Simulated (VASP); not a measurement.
Write the native input for VASP 6.6.1 that does the following.

```yaml
Task: single point
Functional: LDA
Potentials_or_basis: VASP PAW LDA potentials, release 64 (Sn_d, O)
Cutoff: 520 eV
k_mesh: 9 × 9 × 9
Occupations: fermi-dirac, width 0.05 eV
Spin: no spin polarisation
Dipole_correction: no
Further_INCAR_settings: ALGO = Normal; EDIFF = 1e-06; NBANDS = 35
```

The structure of SnO2 lies in POSCAR:

```
SnO2
1.0
   -2.0000686112      2.0000686112      5.1236788559
    2.0000686112     -2.0000686112      5.1236788559
    2.0000686112      2.0000686112     -5.1236788559
Sn O
2 4
Direct
    0.0000000000      0.0000000000      0.0000000000
    0.7500000000      0.2500000000      0.5000000000
    0.5465225900      0.0465225900      0.5000000000
    0.2034774100      0.2034774100      0.0000000000
    0.9534774100      0.4534774100      0.5000000000
    0.7965225900      0.7965225900      0.0000000000
```

The input as run:

INCAR

```
ALGO = Normal
EDIFF = 1E-6
ENCUT = 520
ISIF = 2
ISMEAR = -1
LASPH = T
LCHARG = T
LELF = T
LREAL = F
LVHAR = T
LWAVE = F
NBANDS = 35
NELM = 80
PREC = Accurate
SIGMA = 0.05
```

KPOINTS

```
k-points
0
Gamma
  9 9 9
```

Potentials or basis: VASP PAW LDA potentials, release 64 (Sn_d, O).

Launch:

```bash
$ cat potpaw_LDA.64/Sn_d/POTCAR potpaw_LDA.64/O/POTCAR > POTCAR
$ mpirun -np 1 vasp_std > vasp.out
```

It gave:

- Pressure: -3.0 GPa
- Largest force: 0.158 eV/Å
- Band gap on the k mesh: 1.52 eV, indirect (least direct gap 1.91 eV)

Caveat: spin-orbit coupling is left out, which moves the levels of the heavy elements.

It took 13 min on 1 thread of AMD EPYC 7R13 (shared host), peak memory 0.33 GiB.
